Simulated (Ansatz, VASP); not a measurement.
SiC: VASP beside Ansatz

```
CELL_PARAMETERS angstrom
0.00000 2.17700 2.17700
2.17700 0.00000 2.17700
2.17700 2.17700 0.00000
ATOMIC_POSITIONS crystal
Si 0.75000 0.75000 0.75000
C 0.00000 0.00000 0.00000
```

Alike in both runs: task single point; functional LDA; k mesh 8 × 8 × 8; occupations gaussian, width 0.1 eV; no spin polarisation.

```csv
,VASP,Ansatz
version,VASP 6.6.1,Ansatz 0.2.0
potentials or method,"VASP PAW LDA potentials, release 64 (Si, C), cutoff 520 eV","scalar-relativistic, plane waves, PAW"
valence electrons in the cell,8,8
```

```csv
,VASP,Ansatz,Ansatz less VASP
gap on the k mesh at the Fermi level (eV),1.30,1.31,+0.013
least direct gap on the mesh (eV),4.50,4.52,+0.017
pressure (GPa),-3.4,-3.8,-0.39
```

Ansatz warns that its potentials were made for another functional, while VASP's fit it. LDA's correlation is that of Perdew and Zunger in VASP and of Perdew and Wang (1992) in Ansatz.
